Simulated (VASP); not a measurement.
# Cs in VASP: a series of runs

Cs is run at these levels: PBE; tasks: single point.

Program: VASP 6.6.1. These are calculated values, not measurements. Logs are shortened: lines on timing, memory, paths and dates and some standing lists are left out, and cuts for length are marked.

## (1) The cell of the first run

The cell holds a sheet with vacuum, 3 atoms: a = 7.324 Å, b = 7.324 Å, c = 16.000 Å, α = 90.00°, β = 90.00°, γ = 120.00°.

The cell was built from a structure type or drawn by symmetry, and may not be a known phase.

## (2) Single point, PBE

File INCAR:

```
SYSTEM = Cs
ALGO = Normal ; DIPOL = 0.5 0.5 0.500
EDIFF = 1E-7 ; ENCUT = 520
GGA = PE ; IDIPOL = 3
ISIF = 2 ; ISMEAR = 0
LASPH = .TRUE. ; LCHARG = .TRUE.
LDIPOL = .TRUE. ; LELF = .TRUE.
LREAL = .FALSE. ; LVACPOTAV = .TRUE.
LVHAR = .TRUE. ; LWAVE = .FALSE.
NBANDS = 20 ; NELM = 80
PREC = Accurate ; SIGMA = 0.1
```

File KPOINTS:

```
k-points
0
G
  3 3 1
  0 0 0
```

File POSCAR:

```
Cs
1.0
    7.3237680000      0.0000000000      0.0000000000
   -3.6618840000      6.3425690000      0.0000000000
    0.0000000000      0.0000000000     16.0000000000
Cs
3
Direct
    0.3333333300      0.6666666700      0.5398749100
    0.6666666700      0.3333333300      0.4601250900
    0.0000000000      0.0000000000      0.5000000000
```

Potentials or basis: VASP PAW PBE potentials, release 64 (Cs_sv).

Run with:

```console
$ cat potpaw_PBE.64/Cs_sv/POTCAR > POTCAR
$ mpirun -np 1 vasp_std > vasp.out
```

OUTCAR:

```text
SYSTEM = Cs
   EDIFF = 1E-7
   ENCUT = 520
   GGA = PE
   ISIF = 2
   ISMEAR = 0
   LASPH = .TRUE.
   LREAL = .FALSE.
   NELM = 80
   PREC = Accurate

 ion  position               nearest neighbor table
   1  0.333  0.667  0.540-
   2  0.667  0.333  0.460-
   3  0.000  0.000  0.500-

  LATTYP: Found a hexagonal cell.
 ALAT       =     7.3237680000
 C/A-ratio  =     2.1846677830

  Lattice vectors:

 A1 = (   7.3237680000,   0.0000000000,   0.0000000000)
 A2 = (  -3.6618840000,   6.3425690000,   0.0000000000)
 A3 = (   0.0000000000,   0.0000000000,  16.0000000000)

Analysis of symmetry for initial positions (statically):
=====================================================================
 Subroutine PRICEL returns:
 Original cell was already a primitive cell.

 Routine SETGRP: Setting up the symmetry group for a
 hexagonal supercell.

 Subroutine GETGRP returns: Found 12 space group operations
 (whereof 12 operations were pure point group operations)
 out of a pool of 24 trial point group operations.

The static configuration has the point symmetry D_3d.

Analysis of symmetry for dynamics (positions and initial velocities):
=====================================================================
 Subroutine PRICEL returns:
 Original cell was already a primitive cell.

 Routine SETGRP: Setting up the symmetry group for a
 hexagonal supercell.

 Subroutine GETGRP returns: Found 12 space group operations
 (whereof 12 operations were pure point group operations)
 out of a pool of 24 trial point group operations.

The dynamic configuration has the point symmetry D_3d.

 Subroutine INISYM returns: Found 12 space group operations
 (whereof 12 operations are pure point group operations),
 and found     1 'primitive' translations

----------------------------------------------------------------------------------------

                                     Primitive cell

  volume of cell :     743.2241

  direct lattice vectors                    reciprocal lattice vectors
     7.323768000  0.000000000  0.000000000     0.136541736  0.078832410  0.000000000
    -3.661884000  6.342569000  0.000000000     0.000000000  0.157664820  0.000000000
     0.000000000  0.000000000 16.000000000     0.000000000  0.000000000  0.062500000

  length of vectors
     7.323768000  7.323767879 16.000000000     0.157664817  0.157664820  0.062500000

  position of ions in fractional coordinates (direct lattice)
     0.333333330  0.666666670  0.539874910
     0.666666670  0.333333330  0.460125090
     0.000000000  0.000000000  0.500000000

  ion indices of the primitive-cell ions
   primitive index   ion index
                 1           1
                 2           2
                 3           3

----------------------------------------------------------------------------------------

 KPOINTS: k-points

Automatic generation of k-mesh.
 Grid dimensions read from file:
 generate k-points for:    3    3    1

 Generating k-lattice:

  Cartesian coordinates                     Fractional coordinates (reciprocal lattice)
     0.045513912  0.026277470  0.000000000     0.333333333 -0.000000000  0.000000000
     0.000000000  0.052554940  0.000000000     0.000000000  0.333333333  0.000000000
     0.000000000  0.000000000  0.062500000     0.000000000  0.000000000  1.000000000

  Length of vectors
     0.052554939  0.052554940  0.062500000

  Shift w.r.t. Gamma in fractional coordinates (k-lattice)
     0.000000000  0.000000000  0.000000000

 Subroutine IBZKPT returns following result:
 ===========================================

 Found      3 irreducible k-points:

 Following reciprocal coordinates:
            Coordinates               Weight
  0.000000  0.000000  0.000000      1.000000
  0.333333 -0.000000  0.000000      6.000000
  0.333333  0.333333  0.000000      2.000000
   k-points           NKPTS =      3   k-points in BZ     NKDIM =      3   number of bands    NBANDS=     20
   number of dos      NEDOS =    301   number of ions     NIONS =      3
   total plane-waves  NPLWV = 349920
   dimension x,y,z NGX =    54 NGY =   54 NGZ =  120
   dimension x,y,z NGXF=   108 NGYF=  108 NGZF=  240
   ions per type =               3
   NGX,Y,Z   is equivalent  to a cutoff of  12.26, 12.26, 12.47 a.u.
   NGXF,Y,Z  is equivalent  to a cutoff of  24.52, 24.52, 24.94 a.u.
 SYSTEM =  Cs
   PREC   = accura    normal or accurate (medium, high low for compatibility)
   ISTART =      0    job   : 0-new  1-cont  2-samecut
   ICHARG =      2    charge: 1-file 2-atom 10-const
   ISPIN  =      1    spin polarized calculation?
   LNONCOLLINEAR =      F non collinear calculations
   LSORBIT =      F    spin-orbit coupling
   LASPH  =      T    aspherical Exc in radial PAW
   ENCUT  =  520.0 eV  38.22 Ry    6.18 a.u.  13.62 13.62 29.75*2*pi/ulx,y,z
   NELM   =     80;   NELMIN=  2; NELMDL= -5     # of ELM steps
   EDIFF  = 0.1E-06   stopping-criterion for ELM
   LREAL  =      F    real-space projection
   EDIFFG = 0.1E-05   stopping-criterion for IOM
   NSW    =      0    number of steps for IOM
   IBRION =     -1    ionic relax: 0-MD 1-quasi-New 2-CG
   NFREE  =      0    steps in history (QN), initial steepest desc. (CG)
   ISIF   =      2    stress and relaxation
   ISYM   =      2    0-nonsym 1-usesym 2-fastsym
   POTIM  = 0.5000    time-step for ionic-motion
   TEBEG  =    0.0;   TEEND  =   0.0 temperature during run
   PSTRESS=    0.0 pullay stress
   NELECT =      27.0000    total number of electrons
   NUPDOWN=      -1.0000    fix difference up-down
   EMIN   =  10.00;   EMAX   =-10.00  energy-range for DOS
   EFERMI =   0.00;   METHOD = LEGACY
   ISMEAR =     0;   SIGMA  =   0.10  broadening in eV -4-tet -1-fermi 0-gaus
   EFERMI_NEDOS =   21; number of points for ismear=-14 and -15
   IALGO  =     38    algorithm
   IMIX   =      4    mixing-type and parameters
     AMIX     =   0.40;   BMIX     =  1.00
     AMIX_MAG =   1.60;   BMIX_MAG =  1.00
  volume/ion in A,a.u.               =     247.74      1671.84
  Fermi-wavevector in a.u.,A,eV,Ry     =   0.542196  1.024602  3.999790  0.293976
  Thomas-Fermi vector in A             =   1.570117
   LORBIT       =      0    0 simple, 1 ext, 2 COOP (PROOUT), +10 PAW based schemes
   GGA     = PE    functional components
   LHFCALC =     F    Hartree Fock is set to
   AEXX    =    0.0000 exact exchange contribution
   IVDW    =     0    specifies the selected vdW correction
   LEPSILON=     F    determine dielectric tensor
   LRPA    =     F    only Hartree local field effects (RPA)
 non-spin polarized calculation
 Gauss-broadening in eV      SIGMA  =   0.10
  energy-cutoff  :      520.00
  volume of cell :      743.22
 maximum number of plane-waves:     20045
 NGX is ok and might be reduce to    54
   NGX = 27   NGY = 27   NGZ = 59

 number of electron      26.9999993 magnetization

 dipolmoment           0.000000      0.000000      0.000000 electrons x Angstroem

 Free energy of the ion-electron system (eV)
  ---------------------------------------------------
  ext. energy  EPLUGINS =         0.00000000
  ---------------------------------------------------
  free energy    TOTEN  =        -1.01530539 eV

  energy without entropy =       -0.99960391  energy(sigma->0) =       -1.00745465

 E-fermi :  -0.6339     XC(G=0):  -2.8086

 val. band max:       -0.8271632835   @ k =   0.3333   0.3333   0.0000
 cond. band min:      -0.5322305220   @ k =   0.3333  -0.0000   0.0000
 fundamental gap:      0.2949327614
 Fermi energy:        -0.6339355227

 k-point     1 :       0.0000    0.0000    0.0000
  band No.  band energies     occupation
      1     -24.9676      2.00000
      2     -24.8781      2.00000
      3     -24.8667      2.00000
      4     -11.9955      2.00000
      5     -11.9955      2.00000
      6     -11.9146      2.00000
      7     -11.9146      2.00000
      8     -11.8228      2.00000
      9     -11.7359      2.00000
     10     -11.6852      2.00000
     11     -11.3938      2.00000
     12     -11.3938      2.00000
     13      -2.3483      2.00000
     14      -0.5143      0.09078
     15       0.0517      0.00000
     16       0.0771      0.00000
     17       0.0771      0.00000
     18       0.4024      0.00000
     19       0.4024      0.00000
     20       1.0446      0.00000

 k-point     2 :       0.3333   -0.0000    0.0000
  band No.  band energies     occupation
      1     -24.9408      2.00000
      2     -24.8921      2.00000
      3     -24.8802      2.00000
      4     -12.1636      2.00000
      5     -12.0409      2.00000
      6     -11.8033      2.00000
      7     -11.7887      2.00000
      8     -11.7096      2.00000
      9     -11.6748      2.00000
     10     -11.6184      2.00000
     11     -11.5957      2.00000
     12     -11.4554      2.00000
     13      -1.6826      2.00000
     14      -0.5322      0.15034
     15      -0.4267      0.00339
     16      -0.2289      0.00000
     17      -0.0510      0.00000
     18       0.0177      0.00000
     19       0.5716      0.00000
     20       0.7119      0.00000

 k-point     3 :       0.3333    0.3333    0.0000
  band No.  band energies     occupation
      1     -24.9081      2.00000
      2     -24.9027      2.00000
      3     -24.9027      2.00000
      4     -12.0604      2.00000
      5     -12.0604      2.00000
      6     -11.9581      2.00000
      7     -11.7824      2.00000
      8     -11.7173      2.00000
      9     -11.7173      2.00000
     10     -11.5419      2.00000
     11     -11.5037      2.00000
     12     -11.5037      2.00000
     13      -0.9022      1.99985
     14      -0.9022      1.99985
     15      -0.8272      1.99372
     16      -0.2736      0.00000
     17      -0.2736      0.00000
     18       0.0539      0.00000
     19       0.5788      0.00000
     20       0.6128      0.00000

------------------------ aborting loop because EDIFF is reached ----------------------------------------

  FORCE on cell =-STRESS in cart. coord.  units (eV):
  Direction    XX          YY          ZZ          XY          YZ          ZX
  --------------------------------------------------------------------------------------
  -------------------------------------------------------------------------------------
  Total        4.3479156      4.3479154      0.2632344      0.0000000      0.0000000      0.0000000
  in kB        9.3728555      9.3728551      0.5674576      0.0000000      0.0000000      0.0000000
  external PRESSURE =       6.4377227 kB  Pullay stress =       0.0000000 kB

 VOLUME and BASIS-vectors are now :
 -----------------------------------------------------------------------------
  energy-cutoff  :      520.00
  volume of cell :      743.22
      direct lattice vectors                 reciprocal lattice vectors
     7.323768000  0.000000000  0.000000000     0.136541736  0.078832410  0.000000000
    -3.661884000  6.342569000  0.000000000     0.000000000  0.157664820  0.000000000
     0.000000000  0.000000000 16.000000000     0.000000000  0.000000000  0.062500000

 POSITION                                       TOTAL-FORCE (eV/Angst)
 -----------------------------------------------------------------------------------
     -0.00000      4.22838      8.63800         0.000000      0.000000      0.223416
      3.66188      2.11419      7.36200        -0.000000     -0.000000     -0.223416
      0.00000      0.00000      8.00000        -0.000000      0.000000      0.000000
 -----------------------------------------------------------------------------------
    total drift:                               -0.000000      0.000000      0.000000

  FREE ENERGIE OF THE ION-ELECTRON SYSTEM (eV)
  ---------------------------------------------------
  free  energy   TOTEN  =        -1.0153053944 eV

  energy  without entropy=       -0.9996039147  energy(sigma->0) =       -1.00745465

 vacuum level on the upper side and lower side of the slab         1.308         1.308
```

It took 63 s on 1 thread of AMD EPYC 9R45 (Zen 5), shared host; peak memory 0.62 GiB.

What came out:

| Item | Value |
| --- | --- |
| Free energy | -1.0153 eV |
| Largest force | 0.223 eV/Å |
| Band gap on the k mesh | zero (an odd number of electrons rules out a gap without spin polarisation) |

Forces on the atoms (eV/Å):
```
Cs   0.000  0.000  0.223
Cs   0.000  0.000 -0.223
Cs   0.000  0.000  0.000
```

Caveat: spin-orbit coupling is left out, which moves the levels of the heavy elements.

## (3) Single point, PBE

This run uses another cell than the first one.

File INCAR:

```
SYSTEM = Cs
PREC = Accurate ; ENCUT = 520
EDIFF = 1E-7 ; ISMEAR = 0
SIGMA = 0.1 ; LREAL = .False.
LASPH = .True. ; NELM = 60
ALGO = Normal ; ISIF = 2
LWAVE = .False. ; LCHARG = .False.
LDIPOL = .True. ; IDIPOL = 3
DIPOL = 0.5 0.5 0.276 ; GGA = PE
NBANDS = 20
```

File KPOINTS:

```
Automatic mesh
0
Gamma
  3 3 1
  0 0 0
```

File POSCAR:

```
Cs
1.0
    9.2972427133      0.0000000000      0.0000000000
   -4.6486213566      8.0516483749      0.0000000000
    0.0000000000      0.0000000000     28.9657889728
Cs
3
Direct
    0.3333333333      0.6666666667      0.2986006030
    0.6666666667      0.3333333333      0.2537751675
    0.0000000000      1.0000000000      0.2761878852
```

Potentials or basis: VASP PAW PBE potentials, release 64 (Cs_sv).

Run with:

```console
$ cat potpaw_PBE.64/Cs_sv/POTCAR > POTCAR
$ mpirun -np 1 vasp_std > vasp.out
```

Wall time 4.2 min (1 thread of AMD EPYC 9R45 (Zen 5), shared host); peak memory 1.4 GiB.

Results (log left out):

* Free energy: -1.9328 eV
* Largest force: 0.022 eV/Å
* Band gap on the k mesh: zero (an odd number of electrons rules out a gap without spin polarisation)

Forces on the atoms (eV/Å):
```
Cs   0.000  0.000 -0.022
Cs   0.000  0.000  0.022
Cs   0.000  0.000  0.000
```

Levels at points of the mesh, in eV from the Fermi level:
```
           k point  band 11  band 12  band 13  band 14  band 15  band 16
(0.00, 0.00, 0.00)   -10.91   -10.91    -1.15     0.54     0.96     0.96
```

Caveat: spin-orbit coupling is left out, which moves the levels of the heavy elements.
